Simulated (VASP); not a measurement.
## Zn: single point with PBE

The system is Zn.

```
CELL_PARAMETERS angstrom
2.40057 -1.68931 0.00000
2.40057 1.68931 0.00000
0.00000 0.00000 4.80586
ATOMIC_POSITIONS crystal
Zn 0.74982 0.25018 0.25000
Zn 0.25018 0.74982 0.75000
```

This isn't the form of Zn at room conditions, which is hcp.

- Program: VASP 6.6.1
- Task: single point
- Functional: PBE
- Potentials or basis: VASP PAW PBE potentials, release 64 (Zn)
- Cutoff: 520 eV
- k mesh: 6 × 6 × 4
- Occupations: gaussian, width 0.1 eV
- Spin: no spin polarisation

The pressure is -7.2 GPa and the band gap on the k mesh is zero (bands 12 and 13 overlap by 2.49 eV).

Stress tensor (GPa, compression positive):
```
-7.52  0.00  0.00
 0.00 -7.93  0.00
 0.00  0.00 -6.20
```

Levels at points of the mesh, in eV from the Fermi level:
| k point | band 9 | band 10 | band 11 | band 12 | band 13 | band 14 | band 15 | band 16 |
| --- | --- | --- | --- | --- | --- | --- | --- | --- |
| (0.00, 0.00, 0.00) | -7.00 | -6.99 | -6.78 | -1.90 | -1.49 | 9.49 | 11.08 | 13.44 |
| (0.50, 0.00, 0.00) | -6.94 | -6.94 | -3.33 | -3.33 | 2.97 | 2.97 | 3.79 | 3.80 |
| (0.50, 0.50, 0.00) | -6.83 | -6.79 | -1.90 | -1.47 | 3.66 | 3.67 | 3.80 | 4.90 |
| (0.00, 0.00, 0.50) | -6.99 | -6.99 | -6.76 | -6.76 | 6.64 | 6.64 | 11.48 | 11.48 |
| (0.50, 0.00, 0.50) | -6.79 | -6.79 | -1.88 | -1.88 | -1.44 | -1.44 | 9.39 | 9.39 |
| (0.50, 0.50, 0.50) | -6.82 | -6.82 | -0.18 | -0.18 | 0.06 | 0.06 | 5.74 | 5.74 |

Run time: 11 s on 1 thread of AMD EPYC 9R45 96-Core Processor (Zen 5) (shared host), peak memory 0.13 GiB.

Caveat: the k points lie up to 0.38 Å⁻¹ apart, too coarse for converged energies and pressures of a metal.
